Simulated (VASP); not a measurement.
# MgI2 (P-3m1) in VASP: G0W0 quasiparticle levels with PBE

Aim: the G0W0 quasiparticle levels of MgI2 with PBE.

Everything below comes from runs of VASP 6.6.1. Logs are shortened: lines on timing, memory, paths and dates and some standing lists are left out, and cuts for length are marked.

## Step 1: The cell of the first run

It takes space group P-3m1 (No. 164, trigonal). Conventional cell: a = 4.157 Å, b = 4.157 Å, c = 6.873 Å, α = 90.00°, β = 90.00°, γ = 120.00°. Mg (site symmetry -3m) has 6 I at 2.92 Å within 3.8 Å. Within 3.8 Å of I (site symmetry 3m) lie 3 Mg at 2.92 Å.

## Step 2: G0W0 quasiparticle levels, PBE

Input file POSCAR:

```
MgI2
1.0
    4.1572130713      0.0000000000      0.0000000000
   -2.0786065356      3.6002521287      0.0000000000
    0.0000000000      0.0000000000      6.8733252316
Mg I
1 2
Direct
    0.0000000000      0.0000000000      0.0000000000
    0.3333333333      0.6666666667      0.2426220932
    0.6666666667      0.3333333333      0.7573779068
```

Input file INCAR.step1:

```
ALGO = Normal
EDIFF = 1E-8
ENCUT = 500
GGA = PE
ISMEAR = 0
LASPH = T
LCHARG = F
LREAL = F
LWAVE = T
NELM = 80
PREC = Accurate
SIGMA = 0.01
```

Input file INCAR.step2:

```
ALGO = Exact
EDIFF = 1E-8
ENCUT = 500
GGA = PE
ISMEAR = 0
ISTART = 1
LASPH = T
LCHARG = F
LOPTICS = T
LREAL = F
LWAVE = T
NBANDS = 175
NELM = 1
PREC = Accurate
SIGMA = 0.01
```

Input file INCAR.step3:

```
ALGO = EVGW0
EDIFF = 1E-8
ENCUT = 500
ENCUTGW = 80.0
GGA = PE
ISMEAR = 0
ISTART = 1
LASPH = T
LCHARG = F
LREAL = F
LWAVE = F
NBANDS = 175
NBANDSGW = 16
NELMGW = 1
NOMEGA = 48
PREC = Accurate
PRECFOCK = Fast
SIGMA = 0.01
```

Input file KPOINTS:

```
k-points
0
Gamma
  6 6 4
```

Potentials or basis: VASP PAW PBE potentials, release 64 (Mg_GW, I_GW).

Command:

```
cat potpaw_PBE.64/Mg_GW/POTCAR potpaw_PBE.64/I_GW/POTCAR > POTCAR
cp INCAR.step1 INCAR
mpirun -np 1 vasp_std > vasp.out
cp INCAR.step2 INCAR
mpirun -np 1 vasp_std > vasp.out
cp INCAR.step3 INCAR
mpirun -np 1 vasp_std > vasp.out
```

OUTCAR:

```text
EDIFF = 1E-8
   ENCUT = 500
   ENCUTGW = 80.0
   GGA = PE
   ISMEAR = 0
   ISTART = 1
   LASPH = T
   LREAL = F
   NELMGW = 1
   PREC = Accurate
   PRECFOCK = Fast

 ion  position               nearest neighbor table
   1  0.000  0.000  0.000-   2 2.92   3 2.92   2 2.92   3 2.92   3 2.92   2 2.92
   2  0.333  0.667  0.243-   1 2.92   1 2.92   1 2.92
   3  0.667  0.333  0.757-   1 2.92   1 2.92   1 2.92

  LATTYP: Found a hexagonal cell.
 ALAT       =     4.1572130713
 C/A-ratio  =     1.6533492784

  Lattice vectors:

 A1 = (   4.1572130713,   0.0000000000,   0.0000000000)
 A2 = (  -2.0786065356,   3.6002521287,   0.0000000000)
 A3 = (   0.0000000000,   0.0000000000,   6.8733252316)

Analysis of symmetry for initial positions (statically):
=====================================================================
 Subroutine PRICEL returns:
 Original cell was already a primitive cell.

 Routine SETGRP: Setting up the symmetry group for a
 hexagonal supercell.

 Subroutine GETGRP returns: Found 12 space group operations
 (whereof 12 operations were pure point group operations)
 out of a pool of 24 trial point group operations.

The static configuration has the point symmetry D_3d.

Analysis of symmetry for dynamics (positions and initial velocities):
=====================================================================
 Subroutine PRICEL returns:
 Original cell was already a primitive cell.

 Routine SETGRP: Setting up the symmetry group for a
 hexagonal supercell.

 Subroutine GETGRP returns: Found 12 space group operations
 (whereof 12 operations were pure point group operations)
 out of a pool of 24 trial point group operations.

The dynamic configuration has the point symmetry D_3d.

 Subroutine INISYM returns: Found 12 space group operations
 (whereof 12 operations are pure point group operations),
 and found     1 'primitive' translations

----------------------------------------------------------------------------------------

                                     Primitive cell

  volume of cell :     102.8732

  direct lattice vectors                    reciprocal lattice vectors
     4.157213071  0.000000000  0.000000000     0.240545765  0.138879162  0.000000000
    -2.078606536  3.600252129  0.000000000     0.000000000  0.277758325  0.000000000
     0.000000000  0.000000000  6.873325232     0.000000000  0.000000000  0.145489987

  length of vectors
     4.157213071  4.157213071  6.873325232     0.277758325  0.277758325  0.145489987

  position of ions in fractional coordinates (direct lattice)
     0.000000000  0.000000000  0.000000000
     0.333333333  0.666666667  0.242622093
     0.666666667  0.333333333  0.757377907

  ion indices of the primitive-cell ions
   primitive index   ion index
                 1           1
                 2           2
                 3           3

----------------------------------------------------------------------------------------

 KPOINTS: k-points

Automatic generation of k-mesh.
 Grid dimensions read from file:
 generate k-points for:    6    6    4

 Generating k-lattice:

  Cartesian coordinates                     Fractional coordinates (reciprocal lattice)
     0.040090961  0.023146527  0.000000000     0.166666667 -0.000000000  0.000000000
     0.000000000  0.046293054  0.000000000     0.000000000  0.166666667  0.000000000
     0.000000000  0.000000000  0.036372497     0.000000000  0.000000000  0.250000000

  Length of vectors
     0.046293054  0.046293054  0.036372497

  Shift w.r.t. Gamma in fractional coordinates (k-lattice)
     0.000000000  0.000000000  0.000000000

 Subroutine IBZKPT returns following result:
 ===========================================

 Found     24 irreducible k-points:

 Following reciprocal coordinates:
            Coordinates               Weight
  0.000000  0.000000  0.000000      1.000000
  0.166667  0.000000  0.000000      6.000000
  0.333333  0.000000  0.000000      6.000000
  0.500000  0.000000  0.000000      3.000000
  0.166667  0.166667  0.000000      6.000000
  0.333333  0.166667  0.000000     12.000000
[... 16 lines left out ...]
  0.333333  0.166667  0.500000     12.000000
  0.333333  0.333333  0.500000      2.000000
   k-points           NKPTS =     24   k-points in BZ     NKDIM =    144   number of bands    NBANDS=    175
   number of dos      NEDOS =    301   number of ions     NIONS =      3
   total plane-waves  NPLWV =  45000
   dimension x,y,z NGX =    30 NGY =   30 NGZ =   50
   dimension x,y,z NGXF=    60 NGYF=   60 NGZF=  100
   ions per type =               1   2
   NGX,Y,Z   is equivalent  to a cutoff of  12.00, 12.00, 12.09 a.u.
   NGXF,Y,Z  is equivalent  to a cutoff of  23.99, 23.99, 24.19 a.u.
 SYSTEM =  unknown system
   PREC   = accura    normal or accurate (medium, high low for compatibility)
   ISTART =      1    job   : 0-new  1-cont  2-samecut
   ICHARG =      0    charge: 1-file 2-atom 10-const
   ISPIN  =      1    spin polarized calculation?
   LNONCOLLINEAR =      F non collinear calculations
   LSORBIT =      F    spin-orbit coupling
   LASPH  =      T    aspherical Exc in radial PAW
   ENCUT  =  500.0 eV  36.75 Ry    6.06 a.u.   7.58  7.58 12.53*2*pi/ulx,y,z
   NELM   =     60;   NELMIN=  2; NELMDL=  0     # of ELM steps
   EDIFF  = 0.1E-07   stopping-criterion for ELM
   LREAL  =      F    real-space projection
   EDIFFG = 0.1E-06   stopping-criterion for IOM
   NSW    =      0    number of steps for IOM
   IBRION =     -1    ionic relax: 0-MD 1-quasi-New 2-CG
   NFREE  =      0    steps in history (QN), initial steepest desc. (CG)
   ISIF   =      0    stress and relaxation
   ISYM   =      3    0-nonsym 1-usesym 2-fastsym
   POTIM  = 0.5000    time-step for ionic-motion
   TEBEG  =    0.0;   TEEND  =   0.0 temperature during run
   PSTRESS=    0.0 pullay stress
   NELECT =      16.0000    total number of electrons
   NUPDOWN=      -1.0000    fix difference up-down
   EMIN   =  10.00;   EMAX   =-10.00  energy-range for DOS
   EFERMI =   0.00;   METHOD = LEGACY
   ISMEAR =     0;   SIGMA  =   0.01  broadening in eV -4-tet -1-fermi 0-gaus
   EFERMI_NEDOS =   21; number of points for ismear=-14 and -15
   IALGO  =     38    algorithm
   IMIX   =      4    mixing-type and parameters
     AMIX     =   0.40;   BMIX     =  1.00
     AMIX_MAG =   1.60;   BMIX_MAG =  1.00
  volume/ion in A,a.u.               =      34.29       231.41
  Fermi-wavevector in a.u.,A,eV,Ry     =   0.880402  1.663718 10.545969  0.775107
  Thomas-Fermi vector in A             =   2.000757
   LORBIT       =      0    0 simple, 1 ext, 2 COOP (PROOUT), +10 PAW based schemes
   GGA     = PE    functional components
   LHFCALC =     T    Hartree Fock is set to
   PRECFOCK=fast      Normal, Fast or Accurate (Low or Medium for compatibility)
   ENCUT4O =  -1.0   cutoff for four orbital integrals eV
   NKREDX  =     1    reduce k-point grid by
   NKREDY  =     1    reduce k-point grid by
   NKREDZ  =     1    reduce k-point grid by
   AEXX    =    1.0000 exact exchange contribution
   HFSCREEN=    0.0000 screening length (either q_TF or 0.3 A-1)
   HFSCREENC=   0.0000 screening length for correlation (either q_TF or 0.3 A-1)
   ENCUTFOCK=  -1.0 apply spherical cutoff to Coloumb kernel
   IVDW    =     0    specifies the selected vdW correction
   LEPSILON=     F    determine dielectric tensor
   LRPA    =     F    only Hartree local field effects (RPA)
   LRPAFORCE           =     F    calculate RPA forces
   ENCUTGW             =  80.0    cutoff for response function in eV
   ENCUTGWSOFT         =  64.0    soft cutoff for Coulomb kernel in GW response function in eV
   ENCUTLF             =  -1.0    cutoff for local field effects
   NELMGW              =     1    number of iterations in solving QP/BSE equation
   NELMHF              =     1    number of iterations in the inner HF iteration
   NKREDLFX            =     1    NKREDLFY  =   1   NKREDLFZ  =   1
 non-spin polarized calculation
 Gauss-broadening in eV      SIGMA  =   0.01
  energy-cutoff  :      500.00
  volume of cell :      102.87
 maximum number of plane-waves:      2634
  NGX = 18; NGY = 18; NGZ = 30
   NGX = 15   NGY = 15   NGZ = 25
 maximum number of plane-waves:       183
 NGX is ok and might be reduce to    14

 QP shifts <psi_nk| G(iteration)W_0 |psi_nk>: iteration 1
 for sc-GW calculations column KS-energies equals QP-energies in previous step
 and V_xc(KS)=  KS-energies - (<T + V_ion + V_H > + <T+V_H+V_ion>^1  + <V_x>^1)

 k-point   1 :       0.0000    0.0000    0.0000
  band No.  KS-energies  QP-energies   sigma(KS)   V_xc(KS)     V^pw_x(r,r')   Z            occupation Imag(sigma)

      1      -9.7852     -10.5308     -12.8041     -11.7349     -18.9064       0.6973       2.0000       1.3080
      2      -9.0779      -9.6930     -13.0914     -12.2253     -19.0275       0.7101       2.0000       1.1907
      3      -1.2455      -2.4228     -11.2446      -9.6379     -13.7226       0.7328       2.0000       0.1453
      4       1.8266       0.8508     -12.5878     -11.3358     -14.1654       0.7794       2.0000       0.0704
      5       1.8266       0.8508     -12.5878     -11.3358     -14.1654       0.7794       2.0000       0.0704
      6       2.2063       1.2656     -12.7058     -11.5089     -14.1971       0.7860       2.0000       0.0665
[... 8 lines left out ...]
     15      10.4699      11.0982      -7.5364      -8.3325      -3.6099       0.7893       0.0000      -0.0986
     16      11.9179      12.5985      -7.6153      -8.4824      -3.6069       0.7849       0.0000      -0.1543

 k-point   2 :       0.1667    0.0000    0.0000
  band No.  KS-energies  QP-energies   sigma(KS)   V_xc(KS)     V^pw_x(r,r')   Z            occupation Imag(sigma)

      1      -9.6449     -10.3727     -12.8533     -11.8184     -18.9189       0.7032       2.0000       1.2875
      2      -9.0072      -9.6101     -13.1245     -12.2764     -19.0389       0.7110       2.0000       1.1733
      3      -1.0528      -2.2151     -11.3029      -9.7261     -13.6963       0.7371       2.0000       0.1351
      4       0.8428      -0.2245     -11.9508     -10.5655     -13.7060       0.7705       2.0000       0.0801
      5       1.3563       0.3503     -12.1349     -10.8391     -13.7476       0.7764       2.0000       0.0725
      6       1.5180       0.5060     -12.3979     -11.0937     -14.0349       0.7759       2.0000       0.0727
[... 8 lines left out ...]
     15      10.8630      11.4753      -7.4706      -8.2500      -3.4657       0.7855       0.0000      -0.1073
     16      11.0653      11.6005      -7.2459      -7.9250      -3.2955       0.7880       0.0000      -0.1122

 k-point   3 :       0.3333    0.0000    0.0000
  band No.  KS-energies  QP-energies   sigma(KS)   V_xc(KS)     V^pw_x(r,r')   Z            occupation Imag(sigma)

      1      -9.3101      -9.9846     -12.9902     -12.0433     -18.9681       0.7123       2.0000       1.2319
      2      -8.8835      -9.4663     -13.1892     -12.3714     -19.0623       0.7127       2.0000       1.1444
      3      -0.8844      -2.0017     -11.3714      -9.8679     -13.6335       0.7431       2.0000       0.1233
      4      -0.3047      -1.4822     -11.5899     -10.0256     -13.7273       0.7528       2.0000       0.1069
      5       0.3337      -0.8167     -11.7408     -10.2337     -13.6988       0.7633       2.0000       0.0914
      6       1.0796       0.0198     -12.2152     -10.8418     -13.9601       0.7717       2.0000       0.0779
[... 8 lines left out ...]
     15      11.3833      11.8967      -7.3650      -8.0206      -3.3657       0.7830       0.0000      -0.1269
     16      12.3284      12.9477      -7.5250      -8.3284      -3.1719       0.7708       0.0000      -0.1626

 k-point   4 :       0.5000    0.0000    0.0000
  band No.  KS-energies  QP-energies   sigma(KS)   V_xc(KS)     V^pw_x(r,r')   Z            occupation Imag(sigma)

      1      -9.0763      -9.7064     -13.1129     -12.2301     -19.0262       0.7138       2.0000       1.1875
      2      -8.8663      -9.4487     -13.1933     -12.3778     -19.0579       0.7142       2.0000       1.1396
      3      -1.3053      -2.4716     -11.2339      -9.6485     -13.6593       0.7356       2.0000       0.1405
      4      -0.5227      -1.6982     -11.6073     -10.0369     -13.8022       0.7485       2.0000       0.1123
      5       0.4245      -0.7226     -11.8194     -10.3142     -13.7882       0.7621       2.0000       0.0907
      6       0.9005      -0.1760     -12.1567     -10.7568     -13.9493       0.7689       2.0000       0.0806
[... 8 lines left out ...]
     15      12.1171      12.6034      -7.3914      -8.0136      -3.3663       0.7815       0.0000      -0.1394
     16      13.2224      13.5137      -6.3885      -6.7692      -1.8213       0.7652       0.0000      -0.2124
[... 344 lines left out ...]
      1      -9.2885      -9.9514     -13.0048     -12.0694     -18.9752       0.7088       2.0000       1.2132
      2      -9.0454      -9.6647     -13.0902     -12.2224     -19.0143       0.7136       2.0000       1.1942
      3      -0.6988      -1.7873     -11.4754     -10.0178     -13.6747       0.7468       2.0000       0.1175
      4      -0.0721      -1.2360     -11.6224     -10.0843     -13.6726       0.7567       2.0000       0.1002
      5       0.7835      -0.2976     -11.9977     -10.5918     -13.7975       0.7689       2.0000       0.0820
      6       1.2478       0.1825     -12.1538     -10.7764     -13.8812       0.7734       2.0000       0.0755
[... 8 lines left out ...]
     15      10.9984      11.5494      -7.3894      -8.0895      -3.4328       0.7869       0.0000      -0.1172
     16      11.2054      11.7201      -7.2908      -7.9479      -3.3229       0.7832       0.0000      -0.1278

 k-point  23 :       0.3333    0.1667    0.5000
  band No.  KS-energies  QP-energies   sigma(KS)   V_xc(KS)     V^pw_x(r,r')   Z            occupation Imag(sigma)

      1      -9.0287      -9.6459     -13.1325     -12.2661     -19.0325       0.7124       2.0000       1.1694
      2      -8.9163      -9.5114     -13.1720     -12.3386     -19.0507       0.7141       2.0000       1.1585
      3      -1.1415      -2.2968     -11.2862      -9.7215     -13.6524       0.7384       2.0000       0.1333
      4      -0.6691      -1.8676     -11.4735      -9.8661     -13.7308       0.7456       2.0000       0.1180
      5       0.3467      -0.7659     -11.7811     -10.3255     -13.6802       0.7644       2.0000       0.0892
      6       0.7410      -0.3580     -11.9469     -10.5170     -13.7750       0.7686       2.0000       0.0826
[... 8 lines left out ...]
     15      11.5221      12.1016      -7.5063      -8.2536      -3.3022       0.7755       0.0000      -0.1353
     16      12.0497      12.6504      -7.7876      -8.5657      -3.5866       0.7720       0.0000      -0.1587

 k-point  24 :       0.3333    0.3333    0.5000
  band No.  KS-energies  QP-energies   sigma(KS)   V_xc(KS)     V^pw_x(r,r')   Z            occupation Imag(sigma)

      1      -8.9049      -9.4995     -13.1908     -12.3597     -19.0600       0.7154       2.0000       1.1496
      2      -8.9049      -9.4995     -13.1908     -12.3597     -19.0600       0.7154       2.0000       1.1496
      3      -0.8803      -2.0122     -11.2724      -9.7549     -13.5010       0.7459       2.0000       0.1195
      4      -0.4761      -1.6606     -11.5298      -9.9490     -13.7215       0.7493       2.0000       0.1121
      5      -0.4761      -1.6606     -11.5298      -9.9490     -13.7215       0.7493       2.0000       0.1121
      6       0.0771      -1.0911     -11.6604     -10.1222     -13.6745       0.7595       2.0000       0.0954
[... 8 lines left out ...]
     15      11.1197      11.6869      -7.5719      -8.2992      -3.4826       0.7800       0.0000      -0.1242
     16      11.1197      11.6869      -7.5719      -8.2992      -3.4826       0.7800       0.0000      -0.1242
```

Wall time 90 min (1 thread of Intel Xeon 8259CL, shared host); peak memory 3.3 GiB.

What came out:

```
Quasiparticle gap                                   : 5.07 eV
Least direct quasiparticle gap                      : 5.28 eV
Band gap of the starting levels on the mesh         : 3.51 eV
Least direct gap of the starting levels on the mesh : 3.66 eV
```

Caveat: bands, screening cutoff and mesh are small and nothing is extrapolated, so the quasiparticle values aren't converged; spin-orbit coupling is left out, which moves the levels of the heavy elements.
